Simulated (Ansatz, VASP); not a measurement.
P in VASP and in Ansatz

```
P
1.0
     4.36102    0.00000    0.00000
     0.00000    4.36102    0.00000
     0.00000    0.00000    4.20288
P
1
Direct
  0.00000 0.00000 0.00000
```

Change from the starting cell: z stretched by -4 % at fixed volume, PAW files.

Alike in both runs: task electric field gradients; functional PBE; k mesh 10 × 10 × 9; occupations fermi-dirac, width 0.08 eV; no spin polarisation.

```csv
,VASP,Ansatz
version,VASP 6.6.1,Ansatz 0.2.0
potentials or method,"VASP PAW PBE potentials, release 64 (P)","PAW with Ansatz's default frozen-core files, scalar-relativistic"
plane-wave cutoff (eV),520,420
valence electrons in the cell,5,5
```

```tsv
	VASP	Ansatz	Ansatz less VASP
pressure (GPa)	-3.5	-3.5	0.00
traceless stress, the component that is largest in VASP (GPa)	-0.39	-0.39	0.000
size of Vzz on the site where it differs most (V/Å²)	2.9	2.8	-0.01
```
